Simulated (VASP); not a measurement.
## Hf4Br: single point with PBE

Hf4Br:

```
CELL_PARAMETERS angstrom
4.72310 0.00000 0.00000
0.00000 4.72310 0.00000
0.00000 0.00000 4.72310
ATOMIC_POSITIONS crystal
Hf 0.50000 0.50000 0.50000
Hf 0.00000 0.50000 0.50000
Hf 0.50000 0.00000 0.50000
Hf 0.50000 0.50000 0.00000
Br 0.00000 0.00000 0.00000
```

```json
{
  "Program": "VASP 6.6.1",
  "Task": "single point",
  "Functional": "PBE",
  "Potentials or basis": "VASP PAW PBE potentials, release 64 (Hf_pv, Br)",
  "Cutoff": "520 eV",
  "k mesh": "4 × 4 × 4",
  "Occupations": "gaussian, width 0.1 eV",
  "Spin": "no spin polarisation",
  "Dipole correction": "no",
  "Further INCAR settings": "ALGO = Normal; EDIFF = 1e-06; NBANDS = 32"
}
```

```json
{
  "Pressure": "31.8 GPa"
}
```

Levels at points of the mesh, in eV from the Fermi level:
```
           k point  band 20  band 21  band 22  band 23  band 24  band 25  band 26  band 27
(0.00, 0.00, 0.00)    -3.99    -2.74    -2.74    -1.45    -1.45    -0.89     1.78     1.78
(0.50, 0.00, 0.00)    -1.99    -1.89    -1.89    -0.57     0.05     0.21     0.21     0.95
(0.50, 0.50, 0.00)    -0.85    -0.61    -0.61    -0.39    -0.37     1.15     1.15     1.56
(0.50, 0.50, 0.50)    -0.36     0.40     0.40     0.40     0.87     0.87     0.87     1.06
```

It took 14 s on 1 thread of Intel(R) Xeon(R) 6975P-C (Granite Rapids) (shared host), peak memory 0.21 GiB.

Caveat: spin-orbit coupling is left out, which moves the levels of the heavy elements; an odd number of electrons without spin polarisation forces a metal; a magnetic or distorted state may lie lower.
